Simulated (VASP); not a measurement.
# ZrSi2 (Cmcm) in VASP: single point with PBE

Aim: the single point of ZrSi2 with PBE.

Program: VASP 6.6.1. These are calculated values, not measurements. Logs are shortened: lines on timing, memory, paths and dates and some standing lists are left out, and cuts for length are marked.

### 1 The cell of the first run

The structure is orthorhombic, space group Cmcm (No. 63). Conventional cell: a = 3.706 Å, b = 14.735 Å, c = 3.672 Å, α = 90.00°, β = 90.00°, γ = 90.00°. Within 3.8 Å of Zr (site symmetry m2m) lie 10 Si at 2.72 to 2.97 Å and 6 Zr at 3.61 to 3.71 Å. Si (site symmetry m2m) has 2 Si at 2.40 Å and 6 Zr at 2.72 to 2.97 Å within 3.2 Å. Si (site symmetry m2m) has 8 Si at 2.61 to 3.45 Å and 4 Zr at 2.81 to 2.83 Å within 3.5 Å.

### 2 Single point, PBE

INCAR

```
  PREC = Accurate
  ENCUT = 520
  EDIFF = 1E-7
  ISMEAR = 0
  SIGMA = 0.1
  LREAL = F
  LASPH = T
  NELM = 80
  ALGO = Normal
  ISIF = 2
  LWAVE = F
  LCHARG = F
  GGA = PE
  NBANDS = 29
```

KPOINTS

```
regular mesh
0
Gamma
  6 6 6
```

POSCAR

```
ZrSi2
1.0
    1.8530000000     -7.3675000000      0.0000000000
    1.8530000000      7.3675000000      0.0000000000
    0.0000000000      0.0000000000      3.6720000000
Zr Si
2 4
Direct
    0.8946000000      0.1054000000      0.2500000000
    0.1054000000      0.8946000000      0.7500000000
    0.5522000000      0.4478000000      0.2500000000
    0.4478000000      0.5522000000      0.7500000000
    0.2496000000      0.7504000000      0.2500000000
    0.7504000000      0.2496000000      0.7500000000
```

Potentials or basis: VASP PAW PBE potentials, release 64 (Zr_sv, Si).

Run with:

```console
$ cat potpaw_PBE.64/Zr_sv/POTCAR potpaw_PBE.64/Si/POTCAR > POTCAR
$ mpirun -np 1 vasp_std > vasp.out
```

OUTCAR:

```text
PREC = Accurate
   ENCUT = 520
   EDIFF = 1E-7
   ISMEAR = 0
   LREAL = F
   LASPH = T
   NELM = 80
   ISIF = 2
   GGA = PE

 ion  position               nearest neighbor table
   1  0.895  0.105  0.250-   4 2.72   4 2.72   4 2.72   4 2.72   6 2.81   6 2.81   5 2.83   5 2.83
                             3 2.97   3 2.97   2 3.61   2 3.61
   2  0.105  0.895  0.750-   3 2.72   3 2.72   3 2.72   3 2.72   5 2.81   5 2.81   6 2.83   6 2.83
                             4 2.97   4 2.97   1 3.61   1 3.61
   3  0.552  0.448  0.250-   4 2.40   4 2.40   2 2.72   2 2.72   2 2.72   2 2.72   1 2.97   1 2.97

   4  0.448  0.552  0.750-   3 2.40   3 2.40   1 2.72   1 2.72   1 2.72   1 2.72   2 2.97   2 2.97

   5  0.250  0.750  0.250-   6 2.61   6 2.61   6 2.61   6 2.61   2 2.81   2 2.81   1 2.83   1 2.83

   6  0.750  0.250  0.750-   5 2.61   5 2.61   5 2.61   5 2.61   1 2.81   1 2.81   2 2.83   2 2.83

  LATTYP: Found a base centered orthorhombic cell.
 ALAT       =     3.7060000000
 B/A-ratio  =     3.9759848894
 C/A-ratio  =     0.9908256881

  Lattice vectors:

 A1 = (   1.8530000000,  -7.3675000000,   0.0000000000)
 A2 = (   1.8530000000,   7.3675000000,   0.0000000000)
 A3 = (   0.0000000000,   0.0000000000,   3.6720000000)

Analysis of symmetry for initial positions (statically):
=====================================================================
 Subroutine PRICEL returns:
 Original cell was already a primitive cell.

 Routine SETGRP: Setting up the symmetry group for a
 base centered orthorhombic supercell.

 Subroutine GETGRP returns: Found  8 space group operations
 (whereof  4 operations were pure point group operations)
 out of a pool of  8 trial point group operations.

The static configuration has the point symmetry C_2h.
 The point group associated with its full space group is D_2h.

Analysis of symmetry for dynamics (positions and initial velocities):
=====================================================================
 Subroutine PRICEL returns:
 Original cell was already a primitive cell.

 Routine SETGRP: Setting up the symmetry group for a
 base centered orthorhombic supercell.

 Subroutine GETGRP returns: Found  8 space group operations
 (whereof  4 operations were pure point group operations)
 out of a pool of  8 trial point group operations.

The dynamic configuration has the point symmetry C_2h.
 The point group associated with its full space group is D_2h.

 Subroutine INISYM returns: Found  8 space group operations
 (whereof  4 operations are pure point group operations),
 and found     1 'primitive' translations

----------------------------------------------------------------------------------------

                                     Primitive cell

  volume of cell :     100.2601

  direct lattice vectors                    reciprocal lattice vectors
     1.853000000 -7.367500000  0.000000000     0.269832704 -0.067865626  0.000000000
     1.853000000  7.367500000  0.000000000     0.269832704  0.067865626  0.000000000
     0.000000000  0.000000000  3.672000000     0.000000000  0.000000000  0.272331155

  length of vectors
     7.596951050  7.596951050  3.672000000     0.278236287  0.278236287  0.272331155

  position of ions in fractional coordinates (direct lattice)
     0.894600000  0.105400000  0.250000000
     0.105400000  0.894600000  0.750000000
     0.552200000  0.447800000  0.250000000
     0.447800000  0.552200000  0.750000000
     0.249600000  0.750400000  0.250000000
     0.750400000  0.249600000  0.750000000

  ion indices of the primitive-cell ions
   primitive index   ion index
                 1           1
                 2           2
                 3           3
                 4           4
                 5           5
                 6           6

----------------------------------------------------------------------------------------

 KPOINTS: regular mesh

Automatic generation of k-mesh.
 Grid dimensions read from file:
 generate k-points for:    6    6    6

 Generating k-lattice:

  Cartesian coordinates                     Fractional coordinates (reciprocal lattice)
     0.044972117 -0.011310938  0.000000000     0.166666667  0.000000000  0.000000000
     0.044972117  0.011310938  0.000000000     0.000000000  0.166666667  0.000000000
     0.000000000  0.000000000  0.045388526     0.000000000  0.000000000  0.166666667

  Length of vectors
     0.046372714  0.046372714  0.045388526

  Shift w.r.t. Gamma in fractional coordinates (k-lattice)
     0.000000000  0.000000000  0.000000000

 Subroutine IBZKPT returns following result:
 ===========================================

 Found     52 irreducible k-points:

 Following reciprocal coordinates:
            Coordinates               Weight
  0.000000  0.000000  0.000000      1.000000
  0.166667  0.000000  0.000000      4.000000
  0.333333 -0.000000  0.000000      4.000000
  0.500000  0.000000  0.000000      2.000000
  0.166667  0.166667  0.000000      2.000000
  0.333333  0.166667  0.000000      4.000000
[... 16 lines left out ...]
  0.333333  0.333333  0.166667      4.000000
  0.500000  0.333333  0.166667      8.000000
 [... further k-points ...]
   k-points           NKPTS =     52   k-points in BZ     NKDIM =     52   number of bands    NBANDS=     29
   number of dos      NEDOS =    301   number of ions     NIONS =      6
   total plane-waves  NPLWV = 100800
   dimension x,y,z NGX =    60 NGY =   60 NGZ =   28
   dimension x,y,z NGXF=   120 NGYF=  120 NGZF=   56
   ions per type =               2   4
   NGX,Y,Z   is equivalent  to a cutoff of  13.13, 13.13, 12.68 a.u.
   NGXF,Y,Z  is equivalent  to a cutoff of  26.26, 26.26, 25.35 a.u.
 SYSTEM =  unknown system
   PREC   = accura    normal or accurate (medium, high low for compatibility)
   ISTART =      0    job   : 0-new  1-cont  2-samecut
   ICHARG =      2    charge: 1-file 2-atom 10-const
   ISPIN  =      1    spin polarized calculation?
   LNONCOLLINEAR =      F non collinear calculations
   LSORBIT =      F    spin-orbit coupling
   LASPH  =      T    aspherical Exc in radial PAW
   ENCUT  =  520.0 eV  38.22 Ry    6.18 a.u.  14.13 14.13  6.83*2*pi/ulx,y,z
   NELM   =     80;   NELMIN=  2; NELMDL= -5     # of ELM steps
   EDIFF  = 0.1E-06   stopping-criterion for ELM
   LREAL  =      F    real-space projection
   EDIFFG = 0.1E-05   stopping-criterion for IOM
   NSW    =      0    number of steps for IOM
   IBRION =     -1    ionic relax: 0-MD 1-quasi-New 2-CG
   NFREE  =      0    steps in history (QN), initial steepest desc. (CG)
   ISIF   =      2    stress and relaxation
   ISYM   =      2    0-nonsym 1-usesym 2-fastsym
   POTIM  = 0.5000    time-step for ionic-motion
   TEBEG  =    0.0;   TEEND  =   0.0 temperature during run
   PSTRESS=    0.0 pullay stress
   NELECT =      40.0000    total number of electrons
   NUPDOWN=      -1.0000    fix difference up-down
   EMIN   =  10.00;   EMAX   =-10.00  energy-range for DOS
   EFERMI =   0.00;   METHOD = LEGACY
   ISMEAR =     0;   SIGMA  =   0.10  broadening in eV -4-tet -1-fermi 0-gaus
   EFERMI_NEDOS =   21; number of points for ismear=-14 and -15
   IALGO  =     38    algorithm
   IMIX   =      4    mixing-type and parameters
     AMIX     =   0.40;   BMIX     =  1.00
     AMIX_MAG =   1.60;   BMIX_MAG =  1.00
  volume/ion in A,a.u.               =      16.71       112.76
  Fermi-wavevector in a.u.,A,eV,Ry     =   1.205180  2.277461 19.761917  1.452460
  Thomas-Fermi vector in A             =   2.340884
   LORBIT       =      0    0 simple, 1 ext, 2 COOP (PROOUT), +10 PAW based schemes
   GGA     = PE    functional components
   LHFCALC =     F    Hartree Fock is set to
   AEXX    =    0.0000 exact exchange contribution
   IVDW    =     0    specifies the selected vdW correction
   LEPSILON=     F    determine dielectric tensor
   LRPA    =     F    only Hartree local field effects (RPA)
 non-spin polarized calculation
 Gauss-broadening in eV      SIGMA  =   0.10
  energy-cutoff  :      520.00
  volume of cell :      100.26
 maximum number of plane-waves:      2718
 NGX is ok and might be reduce to    60
   NGX = 29   NGY = 29   NGZ = 13

 number of electron      40.0000000 magnetization

 Free energy of the ion-electron system (eV)
  ---------------------------------------------------
  ext. energy  EPLUGINS =         0.00000000
  ---------------------------------------------------
  free energy    TOTEN  =       -42.70612876 eV

  energy without entropy =      -42.69791614  energy(sigma->0) =      -42.70202245

 E-fermi :  10.0694     XC(G=0): -11.2729

 val. band max:       10.0515886080   @ k =   0.0000   0.0000   0.1667
 cond. band min:      10.0778737010   @ k =   0.3333   0.3333   0.1667
 fundamental gap:      0.0262850931
 Fermi energy:        10.0694451294

 k-point     1 :       0.0000    0.0000    0.0000
  band No.  band energies     occupation
      1     -38.7381      2.00000
      2     -38.7256      2.00000
      3     -16.9768      2.00000
      4     -16.8302      2.00000
      5     -16.8109      2.00000
      6     -16.8077      2.00000
[... 21 lines left out ...]
     28      12.9950      0.00000
     29      14.0299      0.00000

 k-point     2 :       0.1667    0.0000    0.0000
  band No.  band energies     occupation
      1     -38.7358      2.00000
      2     -38.7235      2.00000
      3     -16.9675      2.00000
      4     -16.8772      2.00000
      5     -16.8499      2.00000
      6     -16.8080      2.00000
[... 21 lines left out ...]
     28      13.1544      0.00000
     29      13.9647      0.00000

 k-point     3 :       0.3333   -0.0000    0.0000
  band No.  band energies     occupation
      1     -38.7311      2.00000
      2     -38.7192      2.00000
      3     -16.9716      2.00000
      4     -16.9470      2.00000
      5     -16.9325      2.00000
      6     -16.8026      2.00000
[... 21 lines left out ...]
     28      13.3049      0.00000
     29      14.5094      0.00000

 k-point     4 :       0.5000    0.0000    0.0000
  band No.  band energies     occupation
      1     -38.7287      2.00000
      2     -38.7170      2.00000
      3     -17.0161      2.00000
      4     -16.9745      2.00000
      5     -16.9373      2.00000
      6     -16.8000      2.00000
[... 21 lines left out ...]
     28      13.4379      0.00000
     29      13.5676      0.00000

 k-point     5 :       0.1667    0.1667    0.0000
  band No.  band energies     occupation
      1     -38.7311      2.00000
      2     -38.7191      2.00000
      3     -16.9709      2.00000
      4     -16.9490      2.00000
      5     -16.9333      2.00000
      6     -16.8005      2.00000
[... 21 lines left out ...]
     28      13.6133      0.00000
     29      13.9866      0.00000
[... 510 lines left out ...]
     28      13.7950      0.00000
     29      13.8870      0.00000

 k-point    22 :      -0.1667    0.1667    0.1667
  band No.  band energies     occupation
      1     -38.7348      2.00000
      2     -38.7241      2.00000
      3     -16.9606      2.00000
      4     -16.8435      2.00000
      5     -16.8244      2.00000
      6     -16.8044      2.00000
[... 21 lines left out ...]
     28      13.6622      0.00000
     29      13.9453      0.00000

 k-point    23 :       0.3333    0.3333    0.1667
  band No.  band energies     occupation
      1     -38.7278      2.00000
      2     -38.7177      2.00000
      3     -16.9640      2.00000
      4     -16.9286      2.00000
      5     -16.9284      2.00000
      6     -16.8335      2.00000
[... 21 lines left out ...]
     28      13.9999      0.00000
     29      14.0039      0.00000

 k-point    24 :       0.5000    0.3333    0.1667
  band No.  band energies     occupation
      1     -38.7323      2.00000
      2     -38.7221      2.00000
      3     -16.9458      2.00000
      4     -16.8703      2.00000
      5     -16.8481      2.00000
      6     -16.8432      2.00000
[... 21 lines left out ...]
     28      13.8210      0.00000
     29      13.9973      0.00000

 [... further k-points ...]
[... 5 lines left out ...]
  --------------------------------------------------------------------------------------
  -------------------------------------------------------------------------------------
  Total        0.5291303      0.7881194      0.5175112      0.0000000     -0.0000000      0.0000000
  in kB        8.4556102     12.5943103      8.2699359      0.0000000     -0.0000000      0.0000000
  external PRESSURE =       9.7732855 kB  Pullay stress =       0.0000000 kB

 VOLUME and BASIS-vectors are now :
 -----------------------------------------------------------------------------
  energy-cutoff  :      520.00
  volume of cell :      100.26
      direct lattice vectors                 reciprocal lattice vectors
     1.853000000 -7.367500000  0.000000000     0.269832704 -0.067865626  0.000000000
     1.853000000  7.367500000  0.000000000     0.269832704  0.067865626  0.000000000
     0.000000000  0.000000000  3.672000000     0.000000000  0.000000000  0.272331155

 POSITION                                       TOTAL-FORCE (eV/Angst)
 -----------------------------------------------------------------------------------
      1.85300     -5.81443      0.91800         0.000000     -0.106756      0.000000
      1.85300      5.81443      2.75400         0.000000      0.106756     -0.000000
      1.85300     -0.76917      0.91800         0.000000     -0.190695     -0.000000
      1.85300      0.76917      2.75400         0.000000      0.190695      0.000000
      1.85300      3.68964      0.91800         0.000000     -0.054201     -0.000000
      1.85300     -3.68964      2.75400         0.000000      0.054201     -0.000000
 -----------------------------------------------------------------------------------
    total drift:                               -0.000000      0.000000      0.000000

  FREE ENERGIE OF THE ION-ELECTRON SYSTEM (eV)
  ---------------------------------------------------
  free  energy   TOTEN  =       -42.7061287621 eV

  energy  without entropy=      -42.6979161378  energy(sigma->0) =      -42.70202245
```

Run time: 8.8 min. Hardware: 1 thread of AMD EPYC 7R13, shared host; peak memory 0.34 GiB.

What came out:

| Quantity | Value |
| --- | --- |
| Free energy | -42.7061 eV |
| Pressure | 1.0 GPa |
| Largest force | 0.191 eV/Å |
| Band gap on the k mesh | zero (bands 20 and 21 overlap by 0.84 eV) |

Forces on the atoms (eV/Å):
```
Zr   0.000 -0.107  0.000
Zr   0.000  0.107  0.000
Si   0.000 -0.191  0.000
Si   0.000  0.191  0.000
Si   0.000 -0.054  0.000
Si   0.000  0.054  0.000
```

Stress tensor (GPa, compression positive):
```
0.85 0.00 0.00
0.00 1.26 0.00
0.00 0.00 0.83
```
